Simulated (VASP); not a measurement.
Write the native input for VASP 6.6.1 that does the following.

```yaml
Task: single point
Functional: PBE
Potentials_or_basis: VASP PAW PBE potentials, release 64 (Te, Pb_d, Se)
Cutoff: 520 eV
k_mesh: 6 × 6 × 4
Occupations: gaussian, width 0.02 eV
Spin: no spin polarisation
Dipole_correction: no
Further_INCAR_settings: ALGO = Normal; EDIFF = 1e-06; NBANDS = 39
```

The structure of Te2Pb3Se lies in POSCAR:

```
Te2Pb3Se
1.0
    4.4680474077      0.0000000000      0.0000000000
   -2.2340237038      3.8694425604      0.0000000000
    0.0000000000      0.0000000000     10.9396692396
Te Pb Se
2 3 1
Direct
    0.3333333333      0.6666666667      0.6736211409
    0.6666666667      0.3333333333      0.3263788591
    0.6666666667      0.3333333333      0.8477263621
    0.0000000000      0.0000000000      0.5000000000
    0.3333333333      0.6666666667      0.1522736379
    0.0000000000      0.0000000000      0.0000000000
```

The input as run:

INCAR

```
SYSTEM = Te2Pb3Se
PREC = Accurate
ENCUT = 520
EDIFF = 1E-6
ISMEAR = 0
SIGMA = 0.02
LREAL = .False.
LASPH = .True.
NELM = 80
ALGO = Normal
ISIF = 2
LWAVE = .False.
LCHARG = .False.
GGA = PE
NBANDS = 39
```

KPOINTS

```
Automatic mesh
0
Gamma
  6 6 4
  0 0 0
```

Potentials or basis: VASP PAW PBE potentials, release 64 (Te, Pb_d, Se).

Command:

```sh
$ cat potpaw_PBE.64/Te/POTCAR potpaw_PBE.64/Pb_d/POTCAR potpaw_PBE.64/Se/POTCAR > POTCAR
$ mpirun -np 1 vasp_std > vasp.out
```

Results of the run:

- Pressure: 2.9 GPa
- Band gap on the k mesh: 0.54 eV (least direct gap 0.56 eV)

Caveat: spin-orbit coupling is left out, which moves the levels of the heavy elements.

It took 88 s on 1 thread of Intel(R) Xeon(R) 6975P-C (Granite Rapids) (shared host), peak memory 0.41 GiB.
